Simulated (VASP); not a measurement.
# Y in VASP: a series of runs, part 2 of 2

VASP 6.6.1. Earlier steps stand in the parts before.

## (5) Single point, PBEsol (atoms moved at random)

INCAR reads:

```
SYSTEM = Y
  PREC = Accurate
  ENCUT = 520
  EDIFF = 1E-6
  ISMEAR = -1
  SIGMA = 0.05
  LREAL = .FALSE.
  LASPH = .TRUE.
  NELM = 60
  ALGO = Fast
  ISIF = 2
  LWAVE = .FALSE.
  LCHARG = .FALSE.
  GGA = PS
  NBANDS = 18
```

KPOINTS reads:

```
Automatic mesh
0
G
  8 8 5
  0 0 0
```

POSCAR reads:

```
Y
1.0
    3.6474000000      0.0000000000      0.0000000000
   -1.8237000000      3.1587410578      0.0000000000
    0.0000000000      0.0000000000      5.7306000000
Y
2
Direct
    0.6700770000      0.3217800000      0.7512290000
    0.3305060000      0.6741340000      0.2556330000
```

Potentials or basis: VASP PAW PBE potentials, release 64 (Y_sv).

Started as:

```sh
$ cat potpaw_PBE.64/Y_sv/POTCAR > POTCAR
$ mpirun -np 1 vasp_std > vasp.out
```

OUTCAR:

```text
SYSTEM = Y
   PREC = Accurate
   ENCUT = 520
   EDIFF = 1E-6
   ISMEAR = -1
   LREAL = .FALSE.
   LASPH = .TRUE.
   NELM = 60
   ISIF = 2
   GGA = PS

 ion  position               nearest neighbor table
   1  0.670  0.322  0.751-   2 3.50   2 3.52   2 3.54   2 3.57   2 3.58   2 3.62
   2  0.331  0.674  0.256-   1 3.50   1 3.52   1 3.54   1 3.57   1 3.58   1 3.62

  LATTYP: Found a hexagonal cell.
 ALAT       =     3.6474000000
 C/A-ratio  =     1.5711465702

  Lattice vectors:

 A1 = (   3.6474000000,   0.0000000000,   0.0000000000)
 A2 = (  -1.8237000000,   3.1587410578,   0.0000000000)
 A3 = (   0.0000000000,   0.0000000000,   5.7306000000)

Analysis of symmetry for initial positions (statically):
=====================================================================
 Subroutine PRICEL returns:
 Original cell was already a primitive cell.

 Routine SETGRP: Setting up the symmetry group for a
 hexagonal supercell.

 Subroutine GETGRP returns: Found  2 space group operations
 (whereof  1 operations were pure point group operations)
 out of a pool of 24 trial point group operations.

The static configuration has the point symmetry C_1 .
 The point group associated with its full space group is S_2 .

Analysis of symmetry for dynamics (positions and initial velocities):
=====================================================================
 Subroutine PRICEL returns:
 Original cell was already a primitive cell.

 Routine SETGRP: Setting up the symmetry group for a
 hexagonal supercell.

 Subroutine GETGRP returns: Found  2 space group operations
 (whereof  1 operations were pure point group operations)
 out of a pool of 24 trial point group operations.

The dynamic configuration has the point symmetry C_1 .
 The point group associated with its full space group is S_2 .

 Subroutine INISYM returns: Found  2 space group operations
 (whereof  1 operations are pure point group operations),
 and found     1 'primitive' translations

----------------------------------------------------------------------------------------

                                     Primitive cell

  volume of cell :      66.0233

  direct lattice vectors                    reciprocal lattice vectors
     3.647400000  0.000000000  0.000000000     0.274167900  0.158290911  0.000000000
    -1.823700000  3.158741058  0.000000000     0.000000000  0.316581822  0.000000000
     0.000000000  0.000000000  5.730600000     0.000000000  0.000000000  0.174501797

  length of vectors
     3.647400000  3.647400000  5.730600000     0.316581822  0.316581822  0.174501797

  position of ions in fractional coordinates (direct lattice)
     0.670077000  0.321780000  0.751229000
     0.330506000  0.674134000  0.255633000

  ion indices of the primitive-cell ions
   primitive index   ion index
                 1           1
                 2           2

----------------------------------------------------------------------------------------

 KPOINTS: Automatic mesh

Automatic generation of k-mesh.
 Grid dimensions read from file:
 generate k-points for:    8    8    5

 Generating k-lattice:

  Cartesian coordinates                     Fractional coordinates (reciprocal lattice)
     0.034270988  0.019786364  0.000000000     0.125000000 -0.000000000  0.000000000
     0.000000000  0.039572728  0.000000000     0.000000000  0.125000000  0.000000000
     0.000000000  0.000000000  0.034900359     0.000000000  0.000000000  0.200000000

  Length of vectors
     0.039572728  0.039572728  0.034900359

  Shift w.r.t. Gamma in fractional coordinates (k-lattice)
     0.000000000  0.000000000  0.000000000

 Subroutine IBZKPT returns following result:
 ===========================================

 Found    162 irreducible k-points:

 Following reciprocal coordinates:
            Coordinates               Weight
  0.000000  0.000000  0.000000      1.000000
  0.125000  0.000000  0.000000      2.000000
  0.000000  0.125000  0.000000      2.000000
 -0.125000  0.125000  0.000000      2.000000
  0.250000  0.000000  0.000000      2.000000
  0.000000  0.250000  0.000000      2.000000
[... 16 lines left out ...]
  0.375000  0.125000  0.000000      2.000000
 -0.125000  0.500000  0.000000      2.000000
 [... further k-points ...]
   k-points           NKPTS =    162   k-points in BZ     NKDIM =    162   number of bands    NBANDS=     18
   number of dos      NEDOS =    301   number of ions     NIONS =      2
   total plane-waves  NPLWV =  37632
   dimension x,y,z NGX =    28 NGY =   28 NGZ =   48
   dimension x,y,z NGXF=    56 NGYF=   56 NGZF=   96
   ions per type =               2
   NGX,Y,Z   is equivalent  to a cutoff of  12.76, 12.76, 13.92 a.u.
   NGXF,Y,Z  is equivalent  to a cutoff of  25.52, 25.52, 27.85 a.u.
 SYSTEM =  Y
   PREC   = accura    normal or accurate (medium, high low for compatibility)
   ISTART =      0    job   : 0-new  1-cont  2-samecut
   ICHARG =      2    charge: 1-file 2-atom 10-const
   ISPIN  =      1    spin polarized calculation?
   LNONCOLLINEAR =      F non collinear calculations
   LSORBIT =      F    spin-orbit coupling
   LASPH  =      T    aspherical Exc in radial PAW
   ENCUT  =  520.0 eV  38.22 Ry    6.18 a.u.   6.78  6.78 10.66*2*pi/ulx,y,z
   NELM   =     60;   NELMIN=  2; NELMDL= -5     # of ELM steps
   EDIFF  = 0.1E-05   stopping-criterion for ELM
   LREAL  =      F    real-space projection
   EDIFFG = 0.1E-04   stopping-criterion for IOM
   NSW    =      0    number of steps for IOM
   IBRION =     -1    ionic relax: 0-MD 1-quasi-New 2-CG
   NFREE  =      0    steps in history (QN), initial steepest desc. (CG)
   ISIF   =      2    stress and relaxation
   ISYM   =      2    0-nonsym 1-usesym 2-fastsym
   POTIM  = 0.5000    time-step for ionic-motion
   TEBEG  =    0.0;   TEEND  =   0.0 temperature during run
   PSTRESS=    0.0 pullay stress
   NELECT =      22.0000    total number of electrons
   NUPDOWN=      -1.0000    fix difference up-down
   EMIN   =  10.00;   EMAX   =-10.00  energy-range for DOS
   EFERMI =   0.00;   METHOD = LEGACY
   ISMEAR =    -1;   SIGMA  =   0.05  broadening in eV -4-tet -1-fermi 0-gaus
   EFERMI_NEDOS =   21; number of points for ismear=-14 and -15
   IALGO  =     68    algorithm
   IMIX   =      4    mixing-type and parameters
     AMIX     =   0.40;   BMIX     =  1.00
     AMIX_MAG =   1.60;   BMIX_MAG =  1.00
  volume/ion in A,a.u.               =      33.01       222.77
  Fermi-wavevector in a.u.,A,eV,Ry     =   1.134967  2.144777 17.526345  1.288150
  Thomas-Fermi vector in A             =   2.271671
   LORBIT       =      0    0 simple, 1 ext, 2 COOP (PROOUT), +10 PAW based schemes
   GGA     = PS    functional components
   LHFCALC =     F    Hartree Fock is set to
   AEXX    =    0.0000 exact exchange contribution
   IVDW    =     0    specifies the selected vdW correction
   LEPSILON=     F    determine dielectric tensor
   LRPA    =     F    only Hartree local field effects (RPA)
 non-spin polarized calculation
 RMM-DIIS sequential band-by-band and
  energy-cutoff  :      520.00
  volume of cell :       66.02
 maximum number of plane-waves:      1791
   NGX = 13   NGY = 13   NGZ = 21

 number of electron      22.0000001 magnetization

 Free energy of the ion-electron system (eV)
  ---------------------------------------------------
  ext. energy  EPLUGINS =         0.00000000
  ---------------------------------------------------
  free energy    TOTEN  =       -13.61596362 eV

  energy without entropy =      -13.57613156  energy(sigma->0) =      -13.59604759

 E-fermi :   2.8504     XC(G=0):  -9.5134

 val. band max:        2.8481027679   @ k =   0.1250   0.2500  -0.4000
 cond. band min:       2.8513177755   @ k =  -0.1250  -0.2500  -0.4000
 fundamental gap:      0.0032150076
 Fermi energy:         2.8504459125

 k-point     1 :       0.0000    0.0000    0.0000
  band No.  band energies     occupation
      1     -39.7490      2.00000
      2     -39.6764      2.00000
      3     -20.0420      2.00000
      4     -19.5776      2.00000
      5     -19.5610      2.00000
      6     -19.4872      2.00000
[... 10 lines left out ...]
     17       5.5129      0.00000
     18       5.7738      0.00000

 k-point     2 :       0.1250    0.0000    0.0000
  band No.  band energies     occupation
      1     -39.7414      2.00000
      2     -39.6738      2.00000
      3     -20.0145      2.00000
      4     -19.6270      2.00000
      5     -19.5845      2.00000
      6     -19.5376      2.00000
[... 10 lines left out ...]
     17       5.4301      0.00000
     18       5.5283      0.00000
[... 442 lines left out ...]
 k-point    24 :      -0.1250    0.5000    0.0000
  band No.  band energies     occupation
      1     -39.6882      2.00000
      2     -39.6677      2.00000
      3     -19.9148      2.00000
      4     -19.8239      2.00000
      5     -19.7785      2.00000
      6     -19.7048      2.00000
[... 10 lines left out ...]
     17       7.6368      0.00000
     18       8.1657      0.00000

 [... further k-points ...]
[... 5 lines left out ...]
  --------------------------------------------------------------------------------------
  -------------------------------------------------------------------------------------
  Total       -0.8938951     -0.7525671     -0.9825201      0.0680821      0.0088369     -0.0085555
  in kB      -21.6920012    -18.2624189    -23.8426503      1.6521369      0.2144430     -0.2076157
  external PRESSURE =     -21.2656902 kB  Pullay stress =       0.0000000 kB

 VOLUME and BASIS-vectors are now :
 -----------------------------------------------------------------------------
  energy-cutoff  :      520.00
  volume of cell :       66.02
      direct lattice vectors                 reciprocal lattice vectors
     3.647400000  0.000000000  0.000000000     0.274167900  0.158290911  0.000000000
    -1.823700000  3.158741058  0.000000000     0.000000000  0.316581822  0.000000000
     0.000000000  0.000000000  5.730600000     0.000000000  0.000000000  0.174501797

 POSITION                                       TOTAL-FORCE (eV/Angst)
 -----------------------------------------------------------------------------------
      1.85721      1.01642      4.30499        -0.058857      0.065762      0.076127
     -0.02393      2.12941      1.46493         0.058857     -0.065762     -0.076127
 -----------------------------------------------------------------------------------
    total drift:                                0.000002      0.000001     -0.000001

  FREE ENERGIE OF THE ION-ELECTRON SYSTEM (eV)
  ---------------------------------------------------
  free  energy   TOTEN  =       -13.6159636166 eV

  energy  without entropy=      -13.5761315589  energy(sigma->0) =      -13.59604759
```

OSZICAR:

```text
N       E                     dE             d eps       ncg     rms          rms(c)
DAV:   1     0.882469577488E+02    0.88247E+02   -0.11317E+04  5832   0.116E+03
DAV:   2    -0.637153369651E+01   -0.94618E+02   -0.93056E+02  7164   0.260E+02
DAV:   3    -0.138716872359E+02   -0.75002E+01   -0.74411E+01 10256   0.432E+01
DAV:   4    -0.140934819929E+02   -0.22179E+00   -0.22154E+00  7220   0.740E+00
DAV:   5    -0.140993476553E+02   -0.58657E-02   -0.58626E-02  8462   0.924E-01    0.332E+01
RMM:   6    -0.137024257091E+02    0.39692E+00   -0.43584E-01  6266   0.362E+00    0.207E+01
RMM:   7    -0.136321494569E+02    0.70276E-01   -0.10980E+00  7946   0.565E+00    0.180E+00
RMM:   8    -0.136135766488E+02    0.18573E-01   -0.14706E-01  6977   0.228E+00    0.720E-01
RMM:   9    -0.136157296361E+02   -0.21530E-02   -0.27081E-02  9343   0.721E-01    0.600E-01
RMM:  10    -0.136181335253E+02   -0.24039E-02   -0.10628E-02 10791   0.371E-01    0.187E+00
RMM:  11    -0.136158849376E+02    0.22486E-02   -0.34972E-03  8578   0.492E-01    0.188E-01
RMM:  12    -0.136159392897E+02   -0.54352E-04   -0.91975E-04  9812   0.198E-01    0.239E-01
RMM:  13    -0.136159534553E+02   -0.14166E-04   -0.32793E-04 10878   0.728E-02    0.138E-01
RMM:  14    -0.136159528164E+02    0.63890E-06   -0.11934E-04 10364   0.637E-02    0.193E-02
RMM:  15    -0.136159582951E+02   -0.54787E-05   -0.66201E-05 10336   0.346E-02    0.281E-02
RMM:  16    -0.136159612673E+02   -0.29722E-05   -0.31298E-05  8648   0.182E-02    0.559E-03
RMM:  17    -0.136159626735E+02   -0.14062E-05   -0.14499E-05  7625   0.114E-02    0.268E-03
RMM:  18    -0.136159636166E+02   -0.94307E-06   -0.89081E-06  6579   0.828E-03
   1 F= -.13615964E+02 E0= -.13596048E+02  d E =-.398321E-01
```

stdout:

```text
POSCAR found type information on POSCAR Y
 POSCAR found :  1 types and       2 ions
 scaLAPACK will be used
 -----------------------------------------------------------------------------
|                                                                             |
|                                                                             |
|     You enforced a specific xc type in the INCAR file but a different       |
|     I HOPE YOU KNOW WHAT YOU ARE DOING!                                     |
|                                                                             |
 -----------------------------------------------------------------------------

 LDA part: xc-table for (Slater+PW92), standard interpolation
 POSCAR, INCAR and KPOINTS ok, starting setup
 FFT: planning ... GRIDC
 FFT: planning ... GRID_SOFT
 FFT: planning ... GRID
 WAVECAR not read
 entering main loop
WARNING in EDDRMM: call to ZHEGV failed, returncode =   6  3     14
WARNING in EDDRMM: call to ZHEGV failed, returncode =   8  4      9
WARNING in EDDRMM: call to ZHEGV failed, returncode =   6  3     10
```

It used 350 s of CPU time on 1 thread of AMD EPYC 7R13 Processor (Zen 3) (shared host).

Results:

| Quantity | Value |
| --- | --- |
| Free energy | -13.6160 eV |
| Pressure | -2.1 GPa |
| Largest force | 0.117 eV/Å |
| Band gap on the k mesh | zero (band 11 reaches 3.74 eV, above the bottom of band 12 at 2.42 eV) |

Forces in eV/Å, atoms in the order of the input:
```
Y   -0.059  0.066  0.076
Y    0.059 -0.066 -0.076
```

Levels at points of the mesh, in eV from the Fermi level:
| k point | band 7 | band 8 | band 9 | band 10 | band 11 | band 12 | band 13 | band 14 | band 15 | band 16 |
| --- | --- | --- | --- | --- | --- | --- | --- | --- | --- | --- |
| (0.00, 0.00, 0.00) | -22.33 | -22.30 | -4.68 | -1.86 | 0.89 | 1.71 | 1.78 | 1.99 | 2.32 | 2.40 |
| (0.50, 0.00, 0.00) | -22.46 | -22.39 | -1.65 | -1.17 | -0.78 | -0.09 | 1.34 | 1.49 | 2.02 | 5.00 |
| (0.00, 0.50, 0.00) | -22.47 | -22.39 | -1.62 | -1.18 | -0.73 | -0.09 | 1.25 | 1.50 | 1.98 | 4.98 |
| (0.50, 0.50, 0.00) | -22.42 | -22.39 | -1.73 | -1.16 | -0.88 | -0.08 | 1.44 | 1.58 | 2.13 | 5.06 |

Caveat: the cell differs from its parent crystal (atoms moved at random); the PAW data sets were made with another functional, which shifts forces and pressure a little.

## (6) Summary

```tsv
cell	gap on the mesh (eV)	pressure (GPa)
a = 3.672, b = 3.672, c = 5.769 Å, angles 90.0, 90.0, 120.0°, 2 atoms	none	-2.8
a = 3.695, b = 3.695, c = 5.806 Å, angles 90.0, 90.0, 120.0°, 2 atoms	none	-3.4
a = 3.719, b = 3.719, c = 5.843 Å, angles 90.0, 90.0, 120.0°, 2 atoms	none	-4.0
a = 3.647, b = 3.647, c = 5.731 Å, angles 90.0, 90.0, 120.0°, 2 atoms	none	-2.1
```

Alike in all rows: task single point; level PBEsol; potentials or basis VASP PAW PBE potentials, release 64 (Y_sv); no spin polarisation; k mesh 8 × 8 × 5; cutoff (eV) 520; smearing fermi-dirac 0.05 eV.

Caveats: the PAW data sets were made with another functional, which shifts forces and pressure a little.

Total energies depend on the potentials used, so only differences within one code and one set of settings carry meaning.
